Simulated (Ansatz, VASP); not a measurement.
# MgTe5 in VASP and in Ansatz

```
Mg Te
1.0
     6.78251    0.00000    0.00000
    -3.39125    5.87382    0.00000
     0.00000    0.00000    4.77254
Mg Te
1 5
Cartesian
  3.3913 1.9579 2.3863
  5.5666 0.7020 2.3863
  3.3913 4.4698 2.3863
  1.2159 0.7020 2.3863
  3.3913 1.9579 0.0000
  0.0000 3.9159 0.0000
```

Alike in both runs: task relaxation of cell and atoms; functional PBE; k mesh 3 × 3 × 4; occupations gaussian, width 0.1 eV; no spin polarisation.

|  | VASP | Ansatz |
| --- | --- | --- |
| version | VASP 6.6.1 | Ansatz 0.2.0 |
| potentials or method | VASP PAW PBE potentials, release 64 (Mg, Te), cutoff 600 eV | scalar-relativistic, plane waves, PAW |
| valence electrons in the cell | 32 | 90 |

Ansatz gave:

* gap on the k mesh at the Fermi level, each at its own relaxed structure (eV): none
* relaxed volume (Å³/atom): 47.77
* relaxed length of the cell vector where the two differ most in proportion (Å): 5.327

Q: Estimate VASP's values.

A: gap on the k mesh at the Fermi level, each at its own relaxed structure (eV): none; relaxed volume (Å³/atom): 47.90; relaxed length of the cell vector where the two differ most in proportion (Å): 5.334.

A gap of «none» marks a metal or a gap that the smearing closes. VASP's potentials hold 32 valence electrons a cell and Ansatz's 90, so a difference there can come from the potentials and not from the codes.

Neither program's run includes spin-orbit coupling. Noted on VASP's run: the volume moved by over 15 % at a fixed basis, so the end points are rough.
